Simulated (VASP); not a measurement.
# Mg2WAu (P-6m2) in VASP: a series of runs

Runs on Mg2WAu. Level: PBE. Tasks: single point, relaxation of cell and atoms.

Everything below comes from runs of VASP 6.6.1. Logs are shortened: lines on timing, memory, paths and dates and some standing lists are left out, and cuts for length are marked.

**1. The cell of the first run**

Symmetry: P-6m2, No. 187, hexagonal system. Conventional cell: a = 2.932 Å, b = 2.932 Å, c = 9.475 Å, α = 90.00°, β = 90.00°, γ = 120.00°. Within 3.8 Å of Mg (site symmetry 3m) lie 3 Au at 2.88 Å and 6 Mg at 2.93 Å and 3 W at 2.94 Å. Within 3.9 Å of W (site symmetry -6m2) lie 6 W at 2.93 Å and 6 Mg at 2.94 Å. Within 3.8 Å of Au (site symmetry -6m2) lie 6 Mg at 2.88 Å and 6 Au at 2.93 Å.

The cell was generated, and may not be a known phase.

**2. Single point, PBE**

File INCAR:

```
  PREC = Accurate
  ENCUT = 520
  EDIFF = 1E-6
  ISMEAR = 0
  SIGMA = 0.1
  LREAL = False
  LASPH = True
  NELM = 60
  ALGO = Fast
  ISIF = 2
  LWAVE = False
  LCHARG = True
  GGA = PE
  LELF = True
  LVHAR = True
  NBANDS = 22
```

File KPOINTS:

```
Automatic mesh
0
Gamma
  18 18 6
```

File POSCAR:

```
Mg2WAu
1.0
    2.9320864460      0.0000000000      0.0000000000
   -1.4660432230      2.5392613483      0.0000000000
    0.0000000000      0.0000000000      9.4749775143
Mg W Au
2 1 1
Direct
    0.3333333333      0.6666666667      0.2459723704
    0.3333333333      0.6666666667      0.7540276296
    0.0000000000      0.0000000000      0.5000000000
    0.0000000000      0.0000000000      0.0000000000
```

Potentials or basis: VASP PAW PBE potentials, release 64 (Mg, W_sv, Au).

On the command line:

```sh
> cat potpaw_PBE.64/Mg/POTCAR potpaw_PBE.64/W_sv/POTCAR potpaw_PBE.64/Au/POTCAR > POTCAR
> mpirun -np 1 vasp_std > vasp.out
```

OUTCAR:

```text
PREC = Accurate
   ENCUT = 520
   EDIFF = 1E-6
   ISMEAR = 0
   LREAL = False
   LASPH = True
   NELM = 60
   ISIF = 2
   GGA = PE

 ion  position               nearest neighbor table
   1  0.333  0.667  0.246-   4 2.88   4 2.88   4 2.88   3 2.94   3 2.94   3 2.94
   2  0.333  0.667  0.754-   4 2.88   4 2.88   4 2.88   3 2.94   3 2.94   3 2.94
   3  0.000  0.000  0.500-   1 2.94   2 2.94   1 2.94   2 2.94   1 2.94   2 2.94
   4  0.000  0.000  0.000-   1 2.88   2 2.88   1 2.88   2 2.88   1 2.88   2 2.88

  LATTYP: Found a hexagonal cell.
 ALAT       =     2.9320864460
 C/A-ratio  =     3.2314795927

  Lattice vectors:

 A1 = (   2.9320864460,   0.0000000000,   0.0000000000)
 A2 = (  -1.4660432230,   2.5392613483,   0.0000000000)
 A3 = (   0.0000000000,   0.0000000000,   9.4749775143)

Analysis of symmetry for initial positions (statically):
=====================================================================
 Subroutine PRICEL returns:
 Original cell was already a primitive cell.

 Routine SETGRP: Setting up the symmetry group for a
 hexagonal supercell.

 Subroutine GETGRP returns: Found 12 space group operations
 (whereof 12 operations were pure point group operations)
 out of a pool of 24 trial point group operations.

The static configuration has the point symmetry D_3h.

Analysis of symmetry for dynamics (positions and initial velocities):
=====================================================================
 Subroutine PRICEL returns:
 Original cell was already a primitive cell.

 Routine SETGRP: Setting up the symmetry group for a
 hexagonal supercell.

 Subroutine GETGRP returns: Found 12 space group operations
 (whereof 12 operations were pure point group operations)
 out of a pool of 24 trial point group operations.

The dynamic configuration has the point symmetry D_3h.

 Subroutine INISYM returns: Found 12 space group operations
 (whereof 12 operations are pure point group operations),
 and found     1 'primitive' translations

----------------------------------------------------------------------------------------

                                     Primitive cell

  volume of cell :      70.5444

  direct lattice vectors                    reciprocal lattice vectors
     2.932086446  0.000000000  0.000000000     0.341054065  0.196907656  0.000000000
    -1.466043223  2.539261348  0.000000000     0.000000000  0.393815312  0.000000000
     0.000000000  0.000000000  9.474977514     0.000000000  0.000000000  0.105541148

  length of vectors
     2.932086446  2.932086446  9.474977514     0.393815312  0.393815312  0.105541148

  position of ions in fractional coordinates (direct lattice)
     0.333333333  0.666666667  0.245972370
     0.333333333  0.666666667  0.754027630
     0.000000000  0.000000000  0.500000000
     0.000000000  0.000000000  0.000000000

  ion indices of the primitive-cell ions
   primitive index   ion index
                 1           1
                 2           2
                 3           3
                 4           4

----------------------------------------------------------------------------------------

 KPOINTS: Automatic mesh

Automatic generation of k-mesh.
 Grid dimensions read from file:
 generate k-points for:   18   18    6

 Generating k-lattice:

  Cartesian coordinates                     Fractional coordinates (reciprocal lattice)
     0.018947448  0.010939314  0.000000000     0.055555556  0.000000000  0.000000000
     0.000000000  0.021878628  0.000000000     0.000000000  0.055555556  0.000000000
     0.000000000  0.000000000  0.017590191     0.000000000  0.000000000  0.166666667

  Length of vectors
     0.021878628  0.021878628  0.017590191

  Shift w.r.t. Gamma in fractional coordinates (k-lattice)
     0.000000000  0.000000000  0.000000000

 Subroutine IBZKPT returns following result:
 ===========================================

 Found    148 irreducible k-points:

 Following reciprocal coordinates:
            Coordinates               Weight
  0.000000  0.000000  0.000000      1.000000
  0.055556  0.000000  0.000000      6.000000
  0.111111  0.000000  0.000000      6.000000
  0.166667  0.000000  0.000000      6.000000
  0.222222  0.000000  0.000000      6.000000
  0.277778 -0.000000  0.000000      6.000000
[... 16 lines left out ...]
  0.333333  0.111111  0.000000     12.000000
  0.388889  0.111111  0.000000     12.000000
 [... further k-points ...]
   k-points           NKPTS =    148   k-points in BZ     NKDIM =    148   number of bands    NBANDS=     22
   number of dos      NEDOS =    301   number of ions     NIONS =      4
   total plane-waves  NPLWV =  40320
   dimension x,y,z NGX =    24 NGY =   24 NGZ =   70
   dimension x,y,z NGXF=    48 NGYF=   48 NGZF=  140
   ions per type =               2   1   1
   NGX,Y,Z   is equivalent  to a cutoff of  13.61, 13.61, 12.28 a.u.
   NGXF,Y,Z  is equivalent  to a cutoff of  27.22, 27.22, 24.56 a.u.
 SYSTEM =  unknown system
   PREC   = accura    normal or accurate (medium, high low for compatibility)
   ISTART =      0    job   : 0-new  1-cont  2-samecut
   ICHARG =      2    charge: 1-file 2-atom 10-const
   ISPIN  =      1    spin polarized calculation?
   LNONCOLLINEAR =      F non collinear calculations
   LSORBIT =      F    spin-orbit coupling
   LASPH  =      T    aspherical Exc in radial PAW
   ENCUT  =  520.0 eV  38.22 Ry    6.18 a.u.   5.45  5.45 17.62*2*pi/ulx,y,z
   NELM   =     60;   NELMIN=  2; NELMDL= -5     # of ELM steps
   EDIFF  = 0.1E-05   stopping-criterion for ELM
   LREAL  =      F    real-space projection
   EDIFFG = 0.1E-04   stopping-criterion for IOM
   NSW    =      0    number of steps for IOM
   IBRION =     -1    ionic relax: 0-MD 1-quasi-New 2-CG
   NFREE  =      0    steps in history (QN), initial steepest desc. (CG)
   ISIF   =      2    stress and relaxation
   ISYM   =      2    0-nonsym 1-usesym 2-fastsym
   POTIM  = 0.5000    time-step for ionic-motion
   TEBEG  =    0.0;   TEEND  =   0.0 temperature during run
   PSTRESS=    0.0 pullay stress
   NELECT =      29.0000    total number of electrons
   NUPDOWN=      -1.0000    fix difference up-down
   EMIN   =  10.00;   EMAX   =-10.00  energy-range for DOS
   EFERMI =   0.00;   METHOD = LEGACY
   ISMEAR =     0;   SIGMA  =   0.10  broadening in eV -4-tet -1-fermi 0-gaus
   EFERMI_NEDOS =   21; number of points for ismear=-14 and -15
   IALGO  =     68    algorithm
   IMIX   =      4    mixing-type and parameters
     AMIX     =   0.40;   BMIX     =  1.00
     AMIX_MAG =   1.60;   BMIX_MAG =  1.00
  volume/ion in A,a.u.               =      17.64       119.01
  Fermi-wavevector in a.u.,A,eV,Ry     =   1.217269  2.300306 20.160362  1.481745
  Thomas-Fermi vector in A             =   2.352595
   LORBIT       =      0    0 simple, 1 ext, 2 COOP (PROOUT), +10 PAW based schemes
   GGA     = PE    functional components
   LHFCALC =     F    Hartree Fock is set to
   AEXX    =    0.0000 exact exchange contribution
   IVDW    =     0    specifies the selected vdW correction
   LEPSILON=     F    determine dielectric tensor
   LRPA    =     F    only Hartree local field effects (RPA)
 non-spin polarized calculation
 RMM-DIIS sequential band-by-band and
 Gauss-broadening in eV      SIGMA  =   0.10
  energy-cutoff  :      520.00
  volume of cell :       70.54
 maximum number of plane-waves:      1944
 NGX is ok and might be reduce to    24
   NGX = 11   NGY = 11   NGZ = 35

 number of electron      29.0000001 magnetization

 Free energy of the ion-electron system (eV)
  ---------------------------------------------------
  ext. energy  EPLUGINS =         0.00000000
  ---------------------------------------------------
  free energy    TOTEN  =       -18.72503835 eV

  energy without entropy =      -18.71266185  energy(sigma->0) =      -18.71885010

 E-fermi :   6.5375     XC(G=0): -11.0713

 val. band max:        6.5336260852   @ k =   0.3333   0.0556   0.0000
 cond. band min:       6.5376209403   @ k =   0.4444   0.0000   0.3333
 fundamental gap:      0.0039948551
 Fermi energy:         6.5375188246

 k-point     1 :       0.0000    0.0000    0.0000
  band No.  band energies     occupation
      1     -67.2287      2.00000
      2     -31.5385      2.00000
      3     -30.9746      2.00000
      4     -30.9746      2.00000
      5      -2.2790      2.00000
      6      -0.6867      2.00000
[... 14 lines left out ...]
     21      18.5669      0.00000
     22      19.7336      0.00000

 k-point     2 :       0.0556    0.0000    0.0000
  band No.  band energies     occupation
      1     -67.2272      2.00000
      2     -31.5357      2.00000
      3     -30.9950      2.00000
      4     -30.9794      2.00000
      5      -2.1884      2.00000
      6      -0.5910      2.00000
[... 14 lines left out ...]
     21      18.5488      0.00000
     22      19.8349      0.00000

 k-point     3 :       0.1111    0.0000    0.0000
  band No.  band energies     occupation
      1     -67.2231      2.00000
      2     -31.5276      2.00000
      3     -31.0533      2.00000
      4     -30.9931      2.00000
      5      -1.9225      2.00000
      6      -0.3160      2.00000
[... 14 lines left out ...]
     21      17.4595      0.00000
     22      18.3019      0.00000
[... 476 lines left out ...]
 k-point    23 :       0.3333    0.1111    0.0000
  band No.  band energies     occupation
      1     -67.1851      2.00000
      2     -31.5347      2.00000
      3     -31.4525      2.00000
      4     -31.1566      2.00000
      5       0.2582      2.00000
      6       0.7544      2.00000
[... 14 lines left out ...]
     21      11.6996      0.00000
     22      13.3221      0.00000

 k-point    24 :       0.3889    0.1111    0.0000
  band No.  band energies     occupation
      1     -67.1812      2.00000
      2     -31.5815      2.00000
      3     -31.4448      2.00000
      4     -31.1735      2.00000
      5       0.2156      2.00000
      6       0.7015      2.00000
[... 14 lines left out ...]
     21      12.2716      0.00000
     22      12.9141      0.00000

 [... further k-points ...]

------------------------ aborting loop because EDIFF is reached ----------------------------------------

  FORCE on cell =-STRESS in cart. coord.  units (eV):
  Direction    XX          YY          ZZ          XY          YZ          ZX
  --------------------------------------------------------------------------------------
  -------------------------------------------------------------------------------------
  Total       -0.0411011     -0.0411011     -0.0827168      0.0000000      0.0000000      0.0000000
  in kB       -0.9334728     -0.9334728     -1.8786324      0.0000000      0.0000000      0.0000000
  external PRESSURE =      -1.2485260 kB  Pullay stress =       0.0000000 kB

 VOLUME and BASIS-vectors are now :
 -----------------------------------------------------------------------------
  energy-cutoff  :      520.00
  volume of cell :       70.54
      direct lattice vectors                 reciprocal lattice vectors
     2.932086446  0.000000000  0.000000000     0.341054065  0.196907656  0.000000000
    -1.466043223  2.539261348  0.000000000     0.000000000  0.393815312  0.000000000
     0.000000000  0.000000000  9.474977514     0.000000000  0.000000000  0.105541148

 POSITION                                       TOTAL-FORCE (eV/Angst)
 -----------------------------------------------------------------------------------
     -0.00000      1.69284      2.33058         0.000000     -0.000000     -0.009499
     -0.00000      1.69284      7.14439         0.000000      0.000000      0.009499
      0.00000      0.00000      4.73749        -0.000000     -0.000000     -0.000000
      0.00000      0.00000      0.00000        -0.000000     -0.000000     -0.000000
 -----------------------------------------------------------------------------------
    total drift:                               -0.000000      0.000000      0.000000

  FREE ENERGIE OF THE ION-ELECTRON SYSTEM (eV)
  ---------------------------------------------------
  free  energy   TOTEN  =       -18.7250383510 eV

  energy  without entropy=      -18.7126618485  energy(sigma->0) =      -18.71885010
```

Wall time 5 min (1 thread of Intel Xeon 8259CL, shared host); peak memory 0.4 GiB.

Results:

```yaml
Free_energy: -18.7250 eV
Pressure: -0.1 GPa
Largest_force: 0.009 eV/Å
Band_gap_on_the_k_mesh: zero (an odd number of electrons rules out a gap without spin polarisation)
```

Forces in eV/Å, atoms in the order of the input:
```
Mg   0.000  0.000 -0.009
Mg   0.000  0.000  0.009
W    0.000  0.000  0.000
Au   0.000  0.000  0.000
```

Caveat: spin-orbit coupling is left out, which moves the levels of the heavy elements.

**3. Relaxation of cell and atoms, PBE**

This run uses another cell than the first one, of 17.67 Å³/atom.

File INCAR:

```
PREC     = Accurate       # precision mode
ENCUT    = 600            # plane-wave cutoff, eV
EDIFF    = 1E-6           # SCF threshold, eV
ISMEAR   = 0              # smearing method
SIGMA    = 0.1            # smearing width, eV
LREAL    = F              # projectors in reciprocal space
LASPH    = T              # aspherical terms in the spheres
NELM     = 100            # most SCF steps
ALGO     = Fast           # electronic algorithm
ISIF     = 3              # what is computed and relaxed
LWAVE    = F              # write WAVECAR
LCHARG   = F              # write CHGCAR
GGA      = PE             # functional
IBRION   = 2              # ionic algorithm
NSW      = 100            # ionic steps
EDIFFG   = -0.01          # ionic threshold
```

File KPOINTS:

```
regular mesh
0
Gamma
  18 18 6
```

File POSCAR:

```
Mg2WAu
1.0
    2.9529075408      0.0000000000      0.0000000000
   -1.4764537704      2.5572929454      0.0000000000
    0.0000000000      0.0000000000      9.3619099146
Mg W Au
2 1 1
Direct
    0.3333333333      0.6666666667      0.2442203164
    0.3333333333      0.6666666667      0.7557796836
    0.0000000000      0.0000000000      0.5000000000
    0.0000000000      0.0000000000      0.0000000000
```

Potentials or basis: VASP PAW PBE potentials, release 64 (Mg, W_sv, Au).

On the command line:

```sh
> cat potpaw_PBE.64/Mg/POTCAR potpaw_PBE.64/W_sv/POTCAR potpaw_PBE.64/Au/POTCAR > POTCAR
> mpirun -np 1 vasp_std > vasp.out
```

Wall time 18 min (1 thread of Intel Xeon 8259CL, shared host); peak memory 0.45 GiB.

It converged, with:

```yaml
Free_energy: -18.7254 eV
Relaxed_volume: 17.62 Å³/atom
Relaxed_cell: a = 2.932 Å, b = 2.932 Å, c = 9.465 Å, α = 90.00°, β = 90.00°, γ = 120.00°
Space_group_after_relaxing_to_0.1_Å: P-6m2 (No. 187)
Energy_gained_by_relaxing: 2.2 meV/atom
Ionic_steps: 7
Pressure_after_relaxing: 0.0 GPa
Band_gap_on_the_k_mesh: zero (an odd number of electrons rules out a gap without spin polarisation)
```

The path:
```csv
step,energy change (eV),largest force (eV/Å),pressure (GPa),volume (Å³)
1,0.0000,0.0839,-0.44,70.70
2,-0.0073,0.0637,0.43,70.19
3,-0.0074,0.0618,0.55,70.13
4,-0.0081,0.0458,-0.29,70.65
5,-0.0083,0.0505,-0.05,70.50
6,-0.0085,0.0323,-0.04,70.49
7,-0.0087,0.0002,0.00,70.48
```

Final structure:
```
Mg W Au
1.0
     2.93215    0.00000    0.00000
    -1.46608    2.53932    0.00000
     0.00000    0.00000    9.46535
Mg W Au
2 1 1
Direct
  0.33333 0.66667 0.24578
  0.33333 0.66667 0.75422
  0.00000 0.00000 0.50000
  0.00000 0.00000 0.00000
```

Levels at points of the mesh, in eV from the Fermi level:
| k point | band 12 | band 13 | band 14 | band 15 | band 16 | band 17 |
| --- | --- | --- | --- | --- | --- | --- |
| (0.00, 0.00, 0.00) | -3.53 | -2.83 | -1.00 | 0.17 | 0.17 | 2.53 |
| (0.50, 0.00, 0.00) | -1.69 | -1.26 | -0.65 | 0.41 | 1.14 | 1.45 |
| (0.00, 0.00, 0.50) | -3.53 | -3.15 | -1.55 | 0.17 | 0.17 | 2.53 |
| (0.50, 0.00, 0.50) | -1.72 | -1.14 | -0.21 | 0.05 | 1.45 | 1.75 |

Caveat: spin-orbit coupling is left out, which moves the levels of the heavy elements.
